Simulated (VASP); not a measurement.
**CaO: relaxation of cell and atoms with PBEsol+D4**

The system is CaO.

```xyz
2
Lattice="0.0000 2.4036 2.4036 2.4036 0.0000 2.4036 2.4036 2.4036 0.0000" Properties=species:S:1:pos:R:3 pbc="T T T"
Ca    0.0000    0.0000    0.0000
O     2.4036    2.4036    2.4036
```

```yaml
Program: VASP 6.6.1
Task: relaxation of cell and atoms
Functional: PBEsol
Dispersion: D4
Potentials_or_basis: VASP PAW PBE potentials, release 64 (Ca_sv, O)
Cutoff: 600 eV
k_mesh: 10 × 10 × 10
Occupations: fermi-dirac, width 0.05 eV
Spin: no spin polarisation
Dipole_correction: no
Further_INCAR_settings: ALGO = Normal; EDIFF = 1e-06; IBRION = 2; EDIFFG = -0.01; NSW = 60; ISIF = 3
```

```json
{
 "Relaxed volume": "13.46 Å³/atom",
 "Relaxed cell": "a = 3.364 Å, b = 3.364 Å, c = 3.364 Å, α = 60.00°, β = 60.00°, γ = 60.00°",
 "Space group after relaxing (to 0.1 Å)": "Fm-3m (No. 225)",
 "Energy gained by relaxing": "4.7 meV/atom",
 "Ionic steps": "3",
 "Pressure after relaxing": "0.0 GPa",
 "Band gap on the k mesh": "3.52 eV (least direct gap 3.89 eV)",
 "Dispersion energy per atom": "-0.098 eV"
}
```

The path:
| step | energy change (eV) | largest force (eV/Å) | pressure (GPa) | volume (Å³) |
| --- | --- | --- | --- | --- |
| 1 | 0.0000 | 0.0000 | -3.41 | 27.77 |
| 2 | -0.0079 | 0.0000 | 1.46 | 26.60 |
| 3 | -0.0093 | 0.0000 | 0.01 | 26.92 |

Final structure:
```
CELL_PARAMETERS angstrom
0.00000 2.37879 2.37879
2.37879 0.00000 2.37879
2.37879 2.37879 0.00000
ATOMIC_POSITIONS crystal
Ca 0.00000 0.00000 0.00000
O 0.50000 0.50000 0.50000
```

Levels at points of the mesh, in eV from the valence-band top:
| k point | band 6 | band 7 | band 8 | band 9 | band 10 | band 11 |
| --- | --- | --- | --- | --- | --- | --- |
| (0.00, 0.00, 0.00) | 0.00 | 0.00 | 0.00 | 4.81 | 6.27 | 6.27 |
| (0.50, 0.00, 0.00) | -2.77 | -1.28 | -1.28 | 7.16 | 8.54 | 8.54 |
| (0.50, 0.50, 0.00) | -1.30 | -0.37 | -0.37 | 3.52 | 8.27 | 9.10 |

Wall time 61 s on 1 thread of Intel Xeon 8259CL, on a shared host, peak memory 0.18 GiB.

Caveat: the PAW data sets were made with another functional, which shifts forces and pressure a little. A k mesh can miss the band edges.
